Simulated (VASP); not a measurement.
# Al3Ni2 (P-3m1) in VASP: notebook

Al3Ni2 is run at these levels: PBEsol; tasks: single point.

Program: VASP 6.6.1. These are calculated values, not measurements. Logs are shortened: lines on timing, memory, paths and dates and some standing lists are left out, and cuts for length are marked.

### Step 1. The cell of the first run

Symmetry: P-3m1, No. 164, trigonal system. The conventional cell has a = 4.043 Å, b = 4.043 Å, c = 4.908 Å, α = 90.00°, β = 90.00°, γ = 120.00°. Al (site symmetry -3m) has 6 Ni at 2.44 Å and 6 Al at 2.90 Å within 3.2 Å. Al (site symmetry 3m) has 5 Ni at 2.44 to 2.54 Å and 6 Al at 2.75 to 2.90 Å within 3.2 Å. Within 3.2 Å of Ni (site symmetry 3m) lie 8 Al at 2.44 to 2.54 Å and 3 Ni at 2.73 Å.

### Step 2. Single point, PBEsol (equal strain along all axes, cell held: +1.0 %, then relaxed in part)

File INCAR:

```
SYSTEM = Al3Ni2
PREC = Accurate ; ENCUT = 520
EDIFF = 1E-7 ; ISMEAR = 0
SIGMA = 0.1 ; LREAL = .False.
LASPH = .True. ; NELM = 80
ALGO = Fast ; ISIF = 2
LWAVE = .False. ; LCHARG = .False.
GGA = PS ; NBANDS = 22
```

File KPOINTS:

```
Automatic mesh
0
Gamma
  12 12 8
  0 0 0
```

File POSCAR:

```
Al3Ni2
1.0
    4.0431710412      0.0000000000      0.0000000000
   -2.0215855206      3.5014888336      0.0000000000
    0.0000000000      0.0000000000      4.9080592600
Al Ni
3 2
Direct
    0.0000000000      0.0000000000      0.0000000000
    0.3333333333      0.6666666667      0.6484280337
    0.6666666667      0.3333333333      0.3515719663
    0.3333333333      0.6666666667      0.1451431366
    0.6666666667      0.3333333333      0.8548568634
```

Potentials or basis: VASP PAW PBE potentials, release 64 (Al, Ni).

Command:

```
$ cat potpaw_PBE.64/Al/POTCAR potpaw_PBE.64/Ni/POTCAR > POTCAR
$ mpirun -np 1 vasp_std > vasp.out
```

OUTCAR:

```text
SYSTEM = Al3Ni2
   PREC = Accurate
   ENCUT = 520
   EDIFF = 1E-7
   ISMEAR = 0
   LREAL = .False.
   LASPH = .True.
   NELM = 80
   ISIF = 2
   GGA = PS

 ion  position               nearest neighbor table
   1  0.000  0.000  0.000-   4 2.44   5 2.44   5 2.44   4 2.44   5 2.44   4 2.44   2 2.90   3 2.90
                             2 2.90   3 2.90   3 2.90   2 2.90
   2  0.333  0.667  0.648-   4 2.44   4 2.47   5 2.54   5 2.54   5 2.54   3 2.75   3 2.75   3 2.75
                             1 2.90   1 2.90   1 2.90
   3  0.667  0.333  0.352-   5 2.44   5 2.47   4 2.54   4 2.54   4 2.54   2 2.75   2 2.75   2 2.75
                             1 2.90   1 2.90   1 2.90
   4  0.333  0.667  0.145-   2 2.44   1 2.44   1 2.44   1 2.44   2 2.47   3 2.54   3 2.54   3 2.54
                             5 2.73   5 2.73   5 2.73
   5  0.667  0.333  0.855-   3 2.44   1 2.44   1 2.44   1 2.44   3 2.47   2 2.54   2 2.54   2 2.54
                             4 2.73   4 2.73   4 2.73

  LATTYP: Found a hexagonal cell.
 ALAT       =     4.0431710412
 C/A-ratio  =     1.2139133393

  Lattice vectors:

 A1 = (   4.0431710412,   0.0000000000,   0.0000000000)
 A2 = (  -2.0215855206,   3.5014888336,   0.0000000000)
 A3 = (   0.0000000000,   0.0000000000,   4.9080592600)

Analysis of symmetry for initial positions (statically):
=====================================================================
 Subroutine PRICEL returns:
 Original cell was already a primitive cell.

 Routine SETGRP: Setting up the symmetry group for a
 hexagonal supercell.

 Subroutine GETGRP returns: Found 12 space group operations
 (whereof 12 operations were pure point group operations)
 out of a pool of 24 trial point group operations.

The static configuration has the point symmetry D_3d.

Analysis of symmetry for dynamics (positions and initial velocities):
=====================================================================
 Subroutine PRICEL returns:
 Original cell was already a primitive cell.

 Routine SETGRP: Setting up the symmetry group for a
 hexagonal supercell.

 Subroutine GETGRP returns: Found 12 space group operations
 (whereof 12 operations were pure point group operations)
 out of a pool of 24 trial point group operations.

The dynamic configuration has the point symmetry D_3d.

 Subroutine INISYM returns: Found 12 space group operations
 (whereof 12 operations are pure point group operations),
 and found     1 'primitive' translations

----------------------------------------------------------------------------------------

                                     Primitive cell

  volume of cell :      69.4840

  direct lattice vectors                    reciprocal lattice vectors
     4.043171041  0.000000000  0.000000000     0.247330620  0.142796400  0.000000000
    -2.021585521  3.501488834  0.000000000     0.000000000  0.285592800  0.000000000
     0.000000000  0.000000000  4.908059260     0.000000000  0.000000000  0.203746521

  length of vectors
     4.043171041  4.043171041  4.908059260     0.285592800  0.285592800  0.203746521

  position of ions in fractional coordinates (direct lattice)
     0.000000000  0.000000000  0.000000000
     0.333333333  0.666666667  0.648428034
     0.666666667  0.333333333  0.351571966
     0.333333333  0.666666667  0.145143137
     0.666666667  0.333333333  0.854856863

  ion indices of the primitive-cell ions
   primitive index   ion index
                 1           1
                 2           2
                 3           3
                 4           4
                 5           5

----------------------------------------------------------------------------------------

 KPOINTS: Automatic mesh

Automatic generation of k-mesh.
 Grid dimensions read from file:
 generate k-points for:   12   12    8

 Generating k-lattice:

  Cartesian coordinates                     Fractional coordinates (reciprocal lattice)
     0.020610885  0.011899700  0.000000000     0.083333333  0.000000000  0.000000000
     0.000000000  0.023799400  0.000000000     0.000000000  0.083333333  0.000000000
     0.000000000  0.000000000  0.025468315     0.000000000  0.000000000  0.125000000

  Length of vectors
     0.023799400  0.023799400  0.025468315

  Shift w.r.t. Gamma in fractional coordinates (k-lattice)
     0.000000000  0.000000000  0.000000000

 Subroutine IBZKPT returns following result:
 ===========================================

 Found    131 irreducible k-points:

 Following reciprocal coordinates:
            Coordinates               Weight
  0.000000  0.000000  0.000000      1.000000
  0.083333 -0.000000  0.000000      6.000000
  0.166667  0.000000  0.000000      6.000000
  0.250000  0.000000  0.000000      6.000000
  0.333333 -0.000000  0.000000      6.000000
  0.416667 -0.000000  0.000000      6.000000
[... 16 lines left out ...]
  0.166667  0.000000  0.125000      6.000000
  0.000000  0.166667  0.125000      6.000000
 [... further k-points ...]
   k-points           NKPTS =    131   k-points in BZ     NKDIM =    131   number of bands    NBANDS=     22
   number of dos      NEDOS =    301   number of ions     NIONS =      5
   total plane-waves  NPLWV =  36000
   dimension x,y,z NGX =    30 NGY =   30 NGZ =   40
   dimension x,y,z NGXF=    60 NGYF=   60 NGZF=   80
   ions per type =               3   2
   NGX,Y,Z   is equivalent  to a cutoff of  12.34, 12.34, 13.55 a.u.
   NGXF,Y,Z  is equivalent  to a cutoff of  24.67, 24.67, 27.10 a.u.
 SYSTEM =  Al3Ni2
   PREC   = accura    normal or accurate (medium, high low for compatibility)
   ISTART =      0    job   : 0-new  1-cont  2-samecut
   ICHARG =      2    charge: 1-file 2-atom 10-const
   ISPIN  =      1    spin polarized calculation?
   LNONCOLLINEAR =      F non collinear calculations
   LSORBIT =      F    spin-orbit coupling
   LASPH  =      T    aspherical Exc in radial PAW
   ENCUT  =  520.0 eV  38.22 Ry    6.18 a.u.   7.52  7.52  9.13*2*pi/ulx,y,z
   NELM   =     80;   NELMIN=  2; NELMDL= -5     # of ELM steps
   EDIFF  = 0.1E-06   stopping-criterion for ELM
   LREAL  =      F    real-space projection
   EDIFFG = 0.1E-05   stopping-criterion for IOM
   NSW    =      0    number of steps for IOM
   IBRION =     -1    ionic relax: 0-MD 1-quasi-New 2-CG
   NFREE  =      0    steps in history (QN), initial steepest desc. (CG)
   ISIF   =      2    stress and relaxation
   ISYM   =      2    0-nonsym 1-usesym 2-fastsym
   POTIM  = 0.5000    time-step for ionic-motion
   TEBEG  =    0.0;   TEEND  =   0.0 temperature during run
   PSTRESS=    0.0 pullay stress
   NELECT =      29.0000    total number of electrons
   NUPDOWN=      -1.0000    fix difference up-down
   EMIN   =  10.00;   EMAX   =-10.00  energy-range for DOS
   EFERMI =   0.00;   METHOD = LEGACY
   ISMEAR =     0;   SIGMA  =   0.10  broadening in eV -4-tet -1-fermi 0-gaus
   EFERMI_NEDOS =   21; number of points for ismear=-14 and -15
   IALGO  =     68    algorithm
   IMIX   =      4    mixing-type and parameters
     AMIX     =   0.40;   BMIX     =  1.00
     AMIX_MAG =   1.60;   BMIX_MAG =  1.00
  volume/ion in A,a.u.               =      13.90        93.78
  Fermi-wavevector in a.u.,A,eV,Ry     =   1.223430  2.311948 20.364956  1.496782
  Thomas-Fermi vector in A             =   2.358542
   LORBIT       =      0    0 simple, 1 ext, 2 COOP (PROOUT), +10 PAW based schemes
   GGA     = PS    functional components
   LHFCALC =     F    Hartree Fock is set to
   AEXX    =    0.0000 exact exchange contribution
   IVDW    =     0    specifies the selected vdW correction
   LEPSILON=     F    determine dielectric tensor
   LRPA    =     F    only Hartree local field effects (RPA)
 non-spin polarized calculation
 RMM-DIIS sequential band-by-band and
 Gauss-broadening in eV      SIGMA  =   0.10
  energy-cutoff  :      520.00
  volume of cell :       69.48
 maximum number of plane-waves:      1893
   NGX = 15   NGY = 15   NGZ = 19

 number of electron      28.9999974 magnetization

 Free energy of the ion-electron system (eV)
  ---------------------------------------------------
  ext. energy  EPLUGINS =         0.00000000
  ---------------------------------------------------
  free energy    TOTEN  =       -27.64415772 eV

  energy without entropy =      -27.63738448  energy(sigma->0) =      -27.64077110

 E-fermi :   8.1590     XC(G=0): -11.2296

 val. band max:        8.1511974482   @ k =   0.1667   0.0833   0.2500
 cond. band min:       8.1592772611   @ k =   0.1667   0.0833   0.5000
 fundamental gap:      0.0080798129
 Fermi energy:         8.1590499110

 k-point     1 :       0.0000    0.0000    0.0000
  band No.  band energies     occupation
      1      -2.2145      2.00000
      2       3.0503      2.00000
      3       3.4158      2.00000
      4       4.6980      2.00000
      5       4.6980      2.00000
      6       5.2705      2.00000
[... 14 lines left out ...]
     21      14.9360      0.00000
     22      14.9416      0.00000

 k-point     2 :       0.0833   -0.0000    0.0000
  band No.  band energies     occupation
      1      -2.1293      2.00000
      2       3.1019      2.00000
      3       3.4477      2.00000
      4       4.6573      2.00000
      5       4.7308      2.00000
      6       5.2242      2.00000
[... 14 lines left out ...]
     21      14.4772      0.00000
     22      14.5792      0.00000

 k-point     3 :       0.1667    0.0000    0.0000
  band No.  band energies     occupation
      1      -1.8746      2.00000
      2       3.2398      2.00000
      3       3.5117      2.00000
      4       4.5133      2.00000
      5       4.8276      2.00000
      6       5.0853      2.00000
[... 14 lines left out ...]
     21      14.0105      0.00000
     22      14.7328      0.00000
[... 476 lines left out ...]
 k-point    23 :       0.1667    0.0000    0.1250
  band No.  band energies     occupation
      1      -1.7810      2.00000
      2       2.4781      2.00000
      3       3.9118      2.00000
      4       4.5902      2.00000
      5       4.8305      2.00000
      6       5.0960      2.00000
[... 14 lines left out ...]
     21      14.1993      0.00000
     22      15.0281      0.00000

 k-point    24 :       0.0000    0.1667    0.1250
  band No.  band energies     occupation
      1      -1.7813      2.00000
      2       2.4823      2.00000
      3       3.9844      2.00000
      4       4.5006      2.00000
      5       4.7951      2.00000
      6       5.1243      2.00000
[... 14 lines left out ...]
     21      14.0481      0.00000
     22      14.4692      0.00000

 [... further k-points ...]
[... 5 lines left out ...]
  --------------------------------------------------------------------------------------
  -------------------------------------------------------------------------------------
  Total       -1.6784308     -1.6784308     -1.7422873      0.0000000      0.0000000      0.0000000
  in kB      -38.7016386    -38.7016387    -40.1740566      0.0000000      0.0000000      0.0000000
  external PRESSURE =     -39.1924446 kB  Pullay stress =       0.0000000 kB

 VOLUME and BASIS-vectors are now :
 -----------------------------------------------------------------------------
  energy-cutoff  :      520.00
  volume of cell :       69.48
      direct lattice vectors                 reciprocal lattice vectors
     4.043171041  0.000000000  0.000000000     0.247330620  0.142796400  0.000000000
    -2.021585521  3.501488834  0.000000000     0.000000000  0.285592800  0.000000000
     0.000000000  0.000000000  4.908059260     0.000000000  0.000000000  0.203746521

 POSITION                                       TOTAL-FORCE (eV/Angst)
 -----------------------------------------------------------------------------------
      0.00000      0.00000      0.00000         0.000000      0.000000      0.000000
     -0.00000      2.33433      3.18252         0.000000     -0.000000      0.001385
      2.02159      1.16716      1.72554        -0.000000      0.000000     -0.001385
     -0.00000      2.33433      0.71237        -0.000000     -0.000000      0.011681
      2.02159      1.16716      4.19569         0.000000      0.000000     -0.011681
 -----------------------------------------------------------------------------------
    total drift:                               -0.000000      0.000000     -0.000000

  FREE ENERGIE OF THE ION-ELECTRON SYSTEM (eV)
  ---------------------------------------------------
  free  energy   TOTEN  =       -27.6441577241 eV

  energy  without entropy=      -27.6373844805  energy(sigma->0) =      -27.64077110
```

It took 4 min on 1 thread of Intel Xeon Platinum 8259CL at 2.50GHz (Skylake/Cascade Lake), shared host; peak memory 0.31 GiB.

What came out:

| Quantity | Value |
| --- | --- |
| Free energy | -27.6442 eV |
| Pressure | -3.9 GPa |
| Largest force | 0.012 eV/Å |

Forces in eV/Å, atoms in the order of the input:
```
Al   0.000  0.000  0.000
Al   0.000  0.000  0.001
Al   0.000  0.000 -0.001
Ni   0.000  0.000  0.012
Ni   0.000  0.000 -0.012
```

Levels at points of the mesh, in eV from the Fermi level:
```tsv
k point	band 11	band 12	band 13	band 14	band 15	band 16	band 17	band 18	band 19	band 20
(0.00, 0.00, 0.00)	-1.61	-1.61	-1.25	1.25	1.25	3.09	3.09	4.21	4.51	6.77
(0.50, 0.00, 0.00)	-1.93	-1.78	-1.51	-1.48	-1.21	1.31	1.97	2.16	4.68	5.16
(0.00, 0.00, 0.50)	-1.72	-1.72	2.69	2.69	2.85	2.85	3.27	4.10	4.25	4.45
(0.50, 0.00, 0.50)	-1.84	-1.70	-1.66	-1.03	-0.31	1.51	2.06	3.12	6.31	7.04
```

Caveat: the cell differs from its parent crystal (equal strain along all axes, cell held: +1.0 %, then relaxed in part); the PAW data sets were made with another functional, which shifts forces and pressure a little. Spin polarisation is off, so any magnetic state and its effect on volume and gap are missing.

### Step 3. Single point, PBEsol (equal strain along all axes, cell held: +2.0 %, then relaxed in part)

File INCAR:

```
ALGO = Fast
EDIFF = 1E-6
ENCUT = 520
GGA = PS
ISIF = 2
ISMEAR = 0
LASPH = T
LCHARG = T
LELF = T
LREAL = F
LVHAR = T
LWAVE = F
NBANDS = 22
NELM = 100
PREC = Accurate
SIGMA = 0.1
```

File KPOINTS:

```
k-points
0
Gamma
  12 12 8
```

File POSCAR:

```
Al3Ni2
1.0
    4.0832024377      0.0000000000      0.0000000000
   -2.0416012188      3.5361570398      0.0000000000
    0.0000000000      0.0000000000      4.9566539061
Al Ni
3 2
Direct
    0.0000000000      0.0000000000      0.0000000000
    0.3333333333      0.6666666667      0.6491147301
    0.6666666667      0.3333333333      0.3508852699
    0.3333333333      0.6666666667      0.1446667133
    0.6666666667      0.3333333333      0.8553332867
```

Potentials or basis: VASP PAW PBE potentials, release 64 (Al, Ni).

Command:

```
$ cat potpaw_PBE.64/Al/POTCAR potpaw_PBE.64/Ni/POTCAR > POTCAR
$ mpirun -np 1 vasp_std > vasp.out
```

It took 4.4 min on 1 thread of Intel Xeon Platinum 8259CL at 2.50GHz (Skylake/Cascade Lake), shared host; peak memory 0.31 GiB.

The run converged. Its results:

```yaml
Free_energy: -27.5707 eV
Pressure: -7.2 GPa
Largest_force: 0.011 eV/Å
```

Forces in eV/Å, atoms in the order of the input:
```
Al   0.000  0.000  0.000
Al   0.000  0.000  0.001
Al   0.000  0.000 -0.001
Ni   0.000  0.000  0.011
Ni   0.000  0.000 -0.011
```

Stress tensor (GPa, compression positive):
```
-7.09  0.00  0.00
 0.00 -7.09  0.00
 0.00  0.00 -7.43
```

Levels at points of the mesh, in eV from the Fermi level:
| k point | band 12 | band 13 | band 14 | band 15 | band 16 | band 17 | band 18 | band 19 |
| --- | --- | --- | --- | --- | --- | --- | --- | --- |
| (0.00, 0.00, 0.00) | -1.55 | -1.21 | 1.24 | 1.24 | 3.03 | 3.03 | 4.05 | 4.29 |
| (0.50, 0.00, 0.00) | -1.72 | -1.45 | -1.43 | -1.18 | 1.25 | 1.84 | 2.12 | 4.60 |
| (0.00, 0.00, 0.50) | -1.66 | 2.64 | 2.64 | 2.82 | 2.82 | 3.26 | 3.98 | 4.12 |
| (0.50, 0.00, 0.50) | -1.64 | -1.60 | -1.00 | -0.30 | 1.48 | 2.00 | 2.98 | 6.21 |

Caveat: the cell differs from its parent crystal (equal strain along all axes, cell held: +2.0 %, then relaxed in part); the PAW data sets were made with another functional, which shifts forces and pressure a little.

### Step 4. Single point, PBEsol (equal strain along all axes, cell held: +3.0 %, then relaxed in part)

File INCAR:

```
SYSTEM = Al3Ni2
PREC = Accurate ; ENCUT = 520
EDIFF = 1E-6 ; ISMEAR = 0
SIGMA = 0.1 ; LREAL = .False.
LASPH = .True. ; NELM = 60
ALGO = Fast ; ISIF = 2
LWAVE = .False. ; LCHARG = .False.
GGA = PS ; NBANDS = 22
```

File KPOINTS:

```
Automatic mesh
0
Gamma
  12 12 8
  0 0 0
```

File POSCAR:

```
Al3Ni2
1.0
    4.1232338341      0.0000000000      0.0000000000
   -2.0616169171      3.5708252461      0.0000000000
    0.0000000000      0.0000000000      5.0052485523
Al Ni
3 2
Direct
    0.0000000000      0.0000000000      0.0000000000
    0.3333333333      0.6666666667      0.6498648636
    0.6666666667      0.3333333333      0.3501351364
    0.3333333333      0.6666666667      0.1441298822
    0.6666666667      0.3333333333      0.8558701178
```

Command:

```
$ cat potpaw_PBE.64/Al/POTCAR potpaw_PBE.64/Ni/POTCAR > POTCAR
$ mpirun -np 1 vasp_std > vasp.out
```

Run time: 3 min. Hardware: 1 thread of Intel Xeon Platinum 8259CL at 2.50GHz (Skylake/Cascade Lake), shared host; peak memory 0.32 GiB.

Results (log left out):

```yaml
Free_energy: -27.4532 eV
Pressure: -11.1 GPa
Largest_force: 0.012 eV/Å
```

Forces in eV/Å, atoms in the order of the input:
```
Al   0.000  0.000  0.000
Al   0.000  0.000 -0.001
Al   0.000  0.000  0.001
Ni   0.000  0.000  0.012
Ni   0.000  0.000 -0.012
```

Stress tensor (GPa, compression positive):
```
-10.94   0.00   0.00
  0.00 -10.94   0.00
  0.00   0.00 -11.45
```

Levels at points of the mesh, in eV from the Fermi level:
```tsv
k point	band 13	band 14	band 15	band 16	band 17	band 18
(0.00, 0.00, 0.00)	-1.17	1.22	1.22	2.97	2.97	3.90
(0.50, 0.00, 0.00)	-1.40	-1.38	-1.15	1.20	1.72	2.08
(0.00, 0.00, 0.50)	2.60	2.60	2.79	2.79	3.24	3.85
(0.50, 0.00, 0.50)	-1.54	-0.97	-0.29	1.45	1.95	2.86
```

Caveat: the cell differs from its parent crystal (equal strain along all axes, cell held: +3.0 %, then relaxed in part); the PAW data sets were made with another functional, which shifts forces and pressure a little.

### Step 5. Overview

```tsv
cell	further INCAR settings	gap on the mesh (eV)	pressure (GPa)	largest force (eV/Å)
a = 4.043, b = 4.043, c = 4.908 Å, angles 90.0, 90.0, 120.0°, 5 atoms	ALGO = Fast; EDIFF = 1e-07; NBANDS = 22	none	-3.9	0.01
a = 4.083, b = 4.083, c = 4.957 Å, angles 90.0, 90.0, 120.0°, 5 atoms	ALGO = Fast; EDIFF = 1e-06; NBANDS = 22	none	-7.2	0.01
a = 4.123, b = 4.123, c = 5.005 Å, angles 90.0, 90.0, 120.0°, 5 atoms	ALGO = Fast; EDIFF = 1e-06; NBANDS = 22	none	-11.1	0.01
```

Alike in all rows: task single point; level PBEsol; potentials or basis VASP PAW PBE potentials, release 64 (Al, Ni); no spin polarisation; k mesh 12 × 12 × 8; cutoff (eV) 520; smearing gaussian 0.1 eV.

Caveats: the PAW data sets were made with another functional, which shifts forces and pressure a little.

Absolute energies hang on the potentials; compare differences alone.
